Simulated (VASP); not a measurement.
# InSe (C2/m) in VASP: further runs

Aim: see how the results for InSe move with the level of theory and the settings. Levels: PBE, r2SCAN. Tasks: single point.

All numbers are computed with VASP 6.6.1; they aren't measurements. Logs are shortened: lines on timing, memory, paths and dates and some standing lists are left out, and cuts for length are marked.

## 1. The cell of the first run

The structure is monoclinic, space group C2/m (No. 12). The conventional cell has a = 11.759 Å, b = 4.110 Å, c = 4.698 Å, α = 90.00°, β = 110.33°, γ = 90.00°. In (site symmetry m) has 3 Se at 2.68 to 2.69 Å and 1 In at 2.79 Å within 3.5 Å. Within 3.5 Å of Se (site symmetry m) lie 3 In at 2.68 to 2.69 Å and 1 Se at 3.47 Å.

## 2. Single point, PBE

Contents of INCAR:

```
SYSTEM = InSe
PREC = Accurate
ENCUT = 520
EDIFF = 1E-7
ISMEAR = 0
SIGMA = 0.01
LREAL = .FALSE.
LASPH = .TRUE.
NELM = 60
ALGO = Normal
ISIF = 2
LWAVE = .FALSE.
LCHARG = .TRUE.
GGA = PE
LELF = .TRUE.
LVHAR = .TRUE.
NBANDS = 27
```

Contents of KPOINTS:

```
regular mesh
0
G
  6 6 6
  0 0 0
```

Contents of POSCAR:

```
InSe
1.0
    5.8791298252     -2.0549041859      0.0681377044
    5.8791298252      2.0549041859      0.0681377044
   -1.6833233377      0.0000000000      4.3858890713
In Se
2 2
Direct
    0.1131987520      0.1131987520      0.9651310456
    0.8868012480      0.8868012480      0.0348689544
    0.3425800513      0.3425800513      0.3509438167
    0.6574199487      0.6574199487      0.6490561833
```

Potentials or basis: VASP PAW PBE potentials, release 64 (In_d, Se).

Command:

```sh
$ cat potpaw_PBE.64/In_d/POTCAR potpaw_PBE.64/Se/POTCAR > POTCAR
$ mpirun -np 1 vasp_std > vasp.out
```

OUTCAR:

```text
SYSTEM = InSe
   PREC = Accurate
   ENCUT = 520
   EDIFF = 1E-7
   ISMEAR = 0
   LREAL = .FALSE.
   LASPH = .TRUE.
   NELM = 60
   ISIF = 2
   GGA = PE

 ion  position               nearest neighbor table
   1  0.113  0.113  0.965-   3 2.68   4 2.69   4 2.69   2 2.79   2 3.73   2 3.73
   2  0.887  0.887  0.035-   4 2.68   3 2.69   3 2.69   1 2.79   1 3.73   1 3.73
   3  0.343  0.343  0.351-   1 2.68   2 2.69   2 2.69
   4  0.657  0.657  0.649-   2 2.68   1 2.69   1 2.69

  LATTYP: Found a base centered monoclinic cell.
 ALAT       =    11.7590493235
 B/A-ratio  =     0.3495017547
 C/A-ratio  =     0.3995075792
 COS(beta)  =    -0.3474758643

  Lattice vectors:

 A1 = (   5.8791298252,  -2.0549041859,   0.0681377044)
 A2 = (   5.8791298252,   2.0549041859,   0.0681377044)
 A3 = (  -1.6833233377,   0.0000000000,   4.3858890713)

Analysis of symmetry for initial positions (statically):
=====================================================================
 Subroutine PRICEL returns:
 Original cell was already a primitive cell.

 Routine SETGRP: Setting up the symmetry group for a
 base centered monoclinic supercell.

 Subroutine GETGRP returns: Found  4 space group operations
 (whereof  4 operations were pure point group operations)
 out of a pool of  4 trial point group operations.

The static configuration has the point symmetry C_2h.

Analysis of symmetry for dynamics (positions and initial velocities):
=====================================================================
 Subroutine PRICEL returns:
 Original cell was already a primitive cell.

 Routine SETGRP: Setting up the symmetry group for a
 base centered monoclinic supercell.

 Subroutine GETGRP returns: Found  4 space group operations
 (whereof  4 operations were pure point group operations)
 out of a pool of  4 trial point group operations.

The dynamic configuration has the point symmetry C_2h.

 Subroutine INISYM returns: Found  4 space group operations
 (whereof  4 operations are pure point group operations),
 and found     1 'primitive' translations

----------------------------------------------------------------------------------------

                                     Primitive cell

  volume of cell :     106.4437

  direct lattice vectors                    reciprocal lattice vectors
     5.879129825 -2.054904186  0.068137704     0.084669971 -0.243320347  0.032496704
     5.879129825  2.054904186  0.068137704     0.084669971  0.243320347  0.032496704
    -1.683323338  0.000000000  4.385889071    -0.002630809  0.000000000  0.226994227

  length of vectors
     6.228277568  6.228277568  4.697829329     0.259672546  0.259672546  0.227009471

  position of ions in fractional coordinates (direct lattice)
     0.113198752  0.113198752  0.965131046
     0.886801248  0.886801248  0.034868954
     0.342580051  0.342580051  0.350943817
     0.657419949  0.657419949  0.649056183

  ion indices of the primitive-cell ions
   primitive index   ion index
                 1           1
                 2           2
                 3           3
                 4           4

----------------------------------------------------------------------------------------

 KPOINTS: regular mesh

Automatic generation of k-mesh.
 Grid dimensions read from file:
 generate k-points for:    6    6    6

 Generating k-lattice:

  Cartesian coordinates                     Fractional coordinates (reciprocal lattice)
     0.014111662 -0.040553391  0.005416117     0.166666667  0.000000000 -0.000000000
     0.014111662  0.040553391  0.005416117     0.000000000  0.166666667 -0.000000000
    -0.000438468  0.000000000  0.037832371     0.000000000  0.000000000  0.166666667

  Length of vectors
     0.043278758  0.043278758  0.037834912

  Shift w.r.t. Gamma in fractional coordinates (k-lattice)
     0.000000000  0.000000000  0.000000000

 Subroutine IBZKPT returns following result:
 ===========================================

 Found     68 irreducible k-points:

 Following reciprocal coordinates:
            Coordinates               Weight
  0.000000  0.000000  0.000000      1.000000
  0.166667 -0.000000 -0.000000      4.000000
  0.333333 -0.000000 -0.000000      4.000000
  0.500000  0.000000  0.000000      2.000000
  0.166667  0.166667 -0.000000      2.000000
  0.333333  0.166667  0.000000      4.000000
[... 16 lines left out ...]
 -0.333333  0.166667  0.166667      4.000000
 -0.166667  0.166667  0.166667      4.000000
 [... further k-points ...]
   k-points           NKPTS =     68   k-points in BZ     NKDIM =     68   number of bands    NBANDS=     27
   number of dos      NEDOS =    301   number of ions     NIONS =      4
   total plane-waves  NPLWV =  82944
   dimension x,y,z NGX =    48 NGY =   48 NGZ =   36
   dimension x,y,z NGXF=    96 NGYF=   96 NGZF=   72
   ions per type =               2   2
   NGX,Y,Z   is equivalent  to a cutoff of  12.81, 12.81, 12.74 a.u.
   NGXF,Y,Z  is equivalent  to a cutoff of  25.62, 25.62, 25.48 a.u.
 SYSTEM =  InSe
   PREC   = accura    normal or accurate (medium, high low for compatibility)
   ISTART =      0    job   : 0-new  1-cont  2-samecut
   ICHARG =      2    charge: 1-file 2-atom 10-const
   ISPIN  =      1    spin polarized calculation?
   LNONCOLLINEAR =      F non collinear calculations
   LSORBIT =      F    spin-orbit coupling
   LASPH  =      T    aspherical Exc in radial PAW
   ENCUT  =  520.0 eV  38.22 Ry    6.18 a.u.  11.58 11.58  8.73*2*pi/ulx,y,z
   NELM   =     60;   NELMIN=  2; NELMDL= -5     # of ELM steps
   EDIFF  = 0.1E-06   stopping-criterion for ELM
   LREAL  =      F    real-space projection
   EDIFFG = 0.1E-05   stopping-criterion for IOM
   NSW    =      0    number of steps for IOM
   IBRION =     -1    ionic relax: 0-MD 1-quasi-New 2-CG
   NFREE  =      0    steps in history (QN), initial steepest desc. (CG)
   ISIF   =      2    stress and relaxation
   ISYM   =      2    0-nonsym 1-usesym 2-fastsym
   POTIM  = 0.5000    time-step for ionic-motion
   TEBEG  =    0.0;   TEEND  =   0.0 temperature during run
   PSTRESS=    0.0 pullay stress
   NELECT =      38.0000    total number of electrons
   NUPDOWN=      -1.0000    fix difference up-down
   EMIN   =  10.00;   EMAX   =-10.00  energy-range for DOS
   EFERMI =   0.00;   METHOD = LEGACY
   ISMEAR =     0;   SIGMA  =   0.01  broadening in eV -4-tet -1-fermi 0-gaus
   EFERMI_NEDOS =   21; number of points for ismear=-14 and -15
   IALGO  =     38    algorithm
   IMIX   =      4    mixing-type and parameters
     AMIX     =   0.40;   BMIX     =  1.00
     AMIX_MAG =   1.60;   BMIX_MAG =  1.00
  volume/ion in A,a.u.               =      26.61       179.58
  Fermi-wavevector in a.u.,A,eV,Ry     =   1.161349  2.194631 18.350607  1.348732
  Thomas-Fermi vector in A             =   2.297922
   LORBIT       =      0    0 simple, 1 ext, 2 COOP (PROOUT), +10 PAW based schemes
   GGA     = PE    functional components
   LHFCALC =     F    Hartree Fock is set to
   AEXX    =    0.0000 exact exchange contribution
   IVDW    =     0    specifies the selected vdW correction
   LEPSILON=     F    determine dielectric tensor
   LRPA    =     F    only Hartree local field effects (RPA)
 non-spin polarized calculation
 Gauss-broadening in eV      SIGMA  =   0.01
  energy-cutoff  :      520.00
  volume of cell :      106.44
 maximum number of plane-waves:      2894
 NGX is ok and might be reduce to    48
   NGX = 23   NGY = 23   NGZ = 17

 number of electron      38.0000004 magnetization

 Free energy of the ion-electron system (eV)
  ---------------------------------------------------
  ext. energy  EPLUGINS =         0.00000000
  ---------------------------------------------------
  free energy    TOTEN  =       -14.00905783 eV

  energy without entropy =      -14.00905783  energy(sigma->0) =      -14.00905783

 E-fermi :   4.7573     XC(G=0):  -9.4659

 val. band max:        4.7032466445   @ k =  -0.3333  -0.3333   0.3333
 cond. band min:       5.6882720648   @ k =   0.0000   0.0000   0.5000
 fundamental gap:      0.9850254203
 Fermi energy:         4.7573303951

 k-point     1 :       0.0000    0.0000    0.0000
  band No.  band energies     occupation
      1      -9.9194      2.00000
      2      -9.8171      2.00000
      3      -9.6073      2.00000
      4      -9.5904      2.00000
      5      -9.5526      2.00000
      6      -9.5491      2.00000
[... 19 lines left out ...]
     26      11.6230      0.00000
     27      13.3910      0.00000

 k-point     2 :       0.1667   -0.0000   -0.0000
  band No.  band energies     occupation
      1      -9.9119      2.00000
      2      -9.8125      2.00000
      3      -9.6879      2.00000
      4      -9.5778      2.00000
      5      -9.5701      2.00000
      6      -9.5317      2.00000
[... 19 lines left out ...]
     26      11.5161      0.00000
     27      13.3467      0.00000

 k-point     3 :       0.3333   -0.0000   -0.0000
  band No.  band energies     occupation
      1      -9.9024      2.00000
      2      -9.8306      2.00000
      3      -9.7456      2.00000
      4      -9.6173      2.00000
      5      -9.5503      2.00000
      6      -9.5454      2.00000
[... 19 lines left out ...]
     26      12.2534      0.00000
     27      12.5794      0.00000

 k-point     4 :       0.5000    0.0000    0.0000
  band No.  band energies     occupation
      1      -9.9063      2.00000
      2      -9.8503      2.00000
      3      -9.7369      2.00000
      4      -9.6419      2.00000
      5      -9.5580      2.00000
      6      -9.5417      2.00000
[... 19 lines left out ...]
     26      11.8636      0.00000
     27      13.4357      0.00000
[... 516 lines left out ...]
      4      -9.6430      2.00000
      5      -9.5698      2.00000
      6      -9.5375      2.00000
[... 19 lines left out ...]
     26      10.8027      0.00000
     27      12.2156      0.00000

 k-point    23 :      -0.3333    0.1667    0.1667
  band No.  band energies     occupation
      1      -9.9126      2.00000
      2      -9.8567      2.00000
      3      -9.7657      2.00000
      4      -9.6235      2.00000
      5      -9.5603      2.00000
      6      -9.5329      2.00000
[... 19 lines left out ...]
     26      11.1696      0.00000
     27      13.2593      0.00000

 k-point    24 :      -0.1667    0.1667    0.1667
  band No.  band energies     occupation
      1      -9.9020      2.00000
      2      -9.8474      2.00000
      3      -9.7686      2.00000
      4      -9.6016      2.00000
      5      -9.5464      2.00000
      6      -9.5339      2.00000
[... 19 lines left out ...]
     26      12.3131      0.00000
     27      12.6426      0.00000

 [... further k-points ...]

------------------------ aborting loop because EDIFF is reached ----------------------------------------

  FORCE on cell =-STRESS in cart. coord.  units (eV):
  Direction    XX          YY          ZZ          XY          YZ          ZX
  --------------------------------------------------------------------------------------
  -------------------------------------------------------------------------------------
  Total        1.7078556      1.7587610      1.6608071      0.0000000      0.0000000      0.0471149
  in kB       25.7064386     26.4726613     24.9982705      0.0000000      0.0000000      0.7091675
  external PRESSURE =      25.7257901 kB  Pullay stress =       0.0000000 kB

 VOLUME and BASIS-vectors are now :
 -----------------------------------------------------------------------------
  energy-cutoff  :      520.00
  volume of cell :      106.44
      direct lattice vectors                 reciprocal lattice vectors
     5.879129825 -2.054904186  0.068137704     0.084669971 -0.243320347  0.032496704
     5.879129825  2.054904186  0.068137704     0.084669971  0.243320347  0.032496704
    -1.683323338  0.000000000  4.385889071    -0.002630809  0.000000000  0.226994227

 POSITION                                       TOTAL-FORCE (eV/Angst)
 -----------------------------------------------------------------------------------
     -0.29361      0.00000      4.24838        -0.077990      0.000000      0.019972
     10.36854      0.00000      0.27378         0.077990      0.000000     -0.019972
      3.43739      0.00000      1.58589         0.024997      0.000000      0.244026
      6.63754      0.00000      2.93628        -0.024997      0.000000     -0.244026
 -----------------------------------------------------------------------------------
    total drift:                                0.000000      0.000000      0.000000

  FREE ENERGIE OF THE ION-ELECTRON SYSTEM (eV)
  ---------------------------------------------------
  free  energy   TOTEN  =       -14.0090578290 eV

  energy  without entropy=      -14.0090578290  energy(sigma->0) =      -14.00905783
```

It took 94 s on 1 thread of Intel Xeon 6975P-C (Granite Rapids), shared host; peak memory 0.37 GiB.

Results:

```
Free energy            : -14.0091 eV
Pressure               : 2.6 GPa
Largest force          : 0.245 eV/Å
Band gap on the k mesh : 0.99 eV, indirect (least direct gap 1.25 eV)
```

Forces on the atoms (eV/Å):
```
In  -0.078  0.000  0.020
In   0.078  0.000 -0.020
Se   0.025  0.000  0.244
Se  -0.025  0.000 -0.244
```

Levels at points of the mesh, in eV from the valence-band top:
| k point | band 15 | band 16 | band 17 | band 18 | band 19 | band 20 | band 21 | band 22 | band 23 | band 24 |
| --- | --- | --- | --- | --- | --- | --- | --- | --- | --- | --- |
| (0.00, 0.00, 0.00) | -3.73 | -2.51 | -2.24 | -1.67 | -1.36 | 2.69 | 3.27 | 3.87 | 4.94 | 5.37 |
| (0.50, 0.00, 0.00) | -2.47 | -2.11 | -1.72 | -1.42 | -1.29 | 1.66 | 2.44 | 3.41 | 3.56 | 4.43 |
| (0.50, 0.50, 0.00) | -2.68 | -2.47 | -1.19 | -0.82 | -0.28 | 1.18 | 2.71 | 2.90 | 4.26 | 5.80 |
| (0.00, 0.00, 0.50) | -2.12 | -1.84 | -1.62 | -1.20 | -0.27 | 0.99 | 2.28 | 3.50 | 3.58 | 5.87 |
| (0.50, 0.00, 0.50) | -3.75 | -3.25 | -2.49 | -2.35 | -1.67 | 2.22 | 3.20 | 4.08 | 4.58 | 6.65 |
| (0.50, 0.50, 0.50) | -2.47 | -1.66 | -1.49 | -1.03 | -0.47 | 2.13 | 3.05 | 3.17 | 4.25 | 5.18 |

Caveat: spin-orbit coupling is left out, which moves the levels of the heavy elements.

## 3. Single point, r2SCAN

POSCAR is that of step 2.

Contents of INCAR.step1:

```
SYSTEM = InSe
PREC = Accurate
ENCUT = 520
ISMEAR = 0
SIGMA = 0.01
LREAL = .FALSE.
LASPH = .TRUE.
NELM = 60
NBANDS = 27
GGA = PE
ALGO = Normal
EDIFF = 1E-4
LWAVE = .TRUE.
LCHARG = .FALSE.
```

Contents of INCAR.step2:

```
SYSTEM = InSe
PREC = Accurate
ENCUT = 520
EDIFF = 1E-6
ISMEAR = 0
SIGMA = 0.01
LREAL = .FALSE.
LASPH = .TRUE.
NELM = 60
ALGO = Normal
ISIF = 2
LWAVE = .FALSE.
LCHARG = .FALSE.
METAGGA = R2SCAN
LMIXTAU = .TRUE.
NBANDS = 27
ISTART = 1
```

Contents of KPOINTS:

```
Automatic mesh
0
G
  6 6 6
  0 0 0
```

Potentials or basis: VASP PAW PBE potentials, release 64 (In_d, Se).

Command:

```sh
$ cat potpaw_PBE.64/In_d/POTCAR potpaw_PBE.64/Se/POTCAR > POTCAR
$ cp INCAR.step1 INCAR
$ mpirun -np 1 vasp_std > vasp.out
$ cp INCAR.step2 INCAR
$ mpirun -np 1 vasp_std > vasp.out
```

Run time: 4.7 min. Hardware: 1 thread of Intel Xeon 6975P-C (Granite Rapids), shared host; peak memory 0.41 GiB.

The run converged. Its results:

- Free energy: -76.3331 eV
- Pressure: 0.9 GPa
- Largest force: 0.015 eV/Å
- Band gap on the k mesh: 1.35 eV, indirect (least direct gap 1.61 eV)

Forces on the atoms (eV/Å):
```
In  -0.001  0.000 -0.003
In   0.001  0.000  0.003
Se   0.004  0.000 -0.015
Se  -0.004  0.000  0.015
```

Levels at points of the mesh, in eV from the valence-band top:
```
           k point  band 17  band 18  band 19  band 20  band 21  band 22
(0.00, 0.00, 0.00)    -2.32    -1.71    -1.42     3.00     3.62     4.30
(0.50, 0.00, 0.00)    -1.79    -1.46    -1.31     2.00     2.80     3.78
(0.50, 0.50, 0.00)    -1.24    -0.88    -0.28     1.54     3.07     3.29
(0.00, 0.00, 0.50)    -1.63    -1.27    -0.26     1.35     2.62     3.94
(0.50, 0.00, 0.50)    -2.50    -2.42    -1.71     2.53     3.54     4.41
(0.50, 0.50, 0.50)    -1.56    -1.06    -0.45     2.47     3.48     3.56
```

Caveat: the PAW data sets were made with another functional, which shifts forces and pressure a little; spin-orbit coupling is left out, which moves the levels of the heavy elements.
